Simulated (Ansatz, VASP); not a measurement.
## One calculation of Al32H, two programs

```xyz
33
Lattice="8.1000 0.0000 0.0000 0.0000 8.1000 0.0000 0.0000 0.0000 8.1000" Properties=species:S:1:pos:R:3 pbc="T T T"
Al    4.0571   -0.0097    0.0079
Al    6.0673    2.0349    0.0078
Al    6.0673   -0.0098    2.0180
Al    0.0207    0.0209   -0.0019
Al    2.0042    2.0043   -0.0021
Al    3.9759    3.9754   -0.0751
Al    6.1496    6.1491   -0.0748
Al    2.0040    0.0210    2.0278
Al    4.0571    2.0353    2.0181
Al    6.1501    3.9751    2.0991
Al    4.0473    0.0209    4.0710
Al    6.0773    2.0043    4.0709
Al    6.0770    0.0210    6.0542
Al   -0.0103    4.0574    0.0078
Al    2.0343    6.0676    0.0080
Al    0.0210    2.0039    2.0275
Al    2.0345    4.0576    2.0180
Al    3.9752    6.1501    2.0996
Al   -0.0075   -0.0072    4.0431
Al    2.0320    2.0323    4.0431
Al    4.0572    4.0576    4.0409
Al    6.0672    6.0676    4.0410
Al    2.0321   -0.0072    6.0826
Al    4.0477    2.0039    6.0540
Al    6.0674    4.0574    6.0856
Al   -0.0106    6.0678    2.0181
Al    0.0207    4.0477    4.0710
Al    2.0042    6.0777    4.0709
Al   -0.0076    2.0325    6.0827
Al    2.0040    4.0478    6.0542
Al    4.0570    6.0678    6.0859
Al    0.0210    6.0771    6.0540
H     5.0570    5.0644    1.0209
```

Alike in both runs: functional PBEsol; k mesh 2 × 2 × 2; occupations fermi-dirac, width 0.1 eV; no spin polarisation.

Ansatz relaxed the structure, and its values are those at the end. VASP's run is a single point on that final structure, the one shown.

|  | VASP | Ansatz |
| --- | --- | --- |
| version | VASP 6.6.1 | Ansatz 0.2.0 |
| potentials or method | VASP PAW PBE potentials, release 64 (Al, H), cutoff 520 eV | scalar-relativistic, plane waves, PAW |
| valence electrons in the cell | 97 | 97 |

```csv
,VASP,Ansatz,Ansatz less VASP
rms of the force components (eV/Å),0.004,0.004,+0.0004
```

VASP's potentials were made for PBE, not for PBEsol. With one functional, cell and mesh, what is left measures potentials, basis and numerics.

The k mesh is coarse, so the values compare programs but aren't converged.
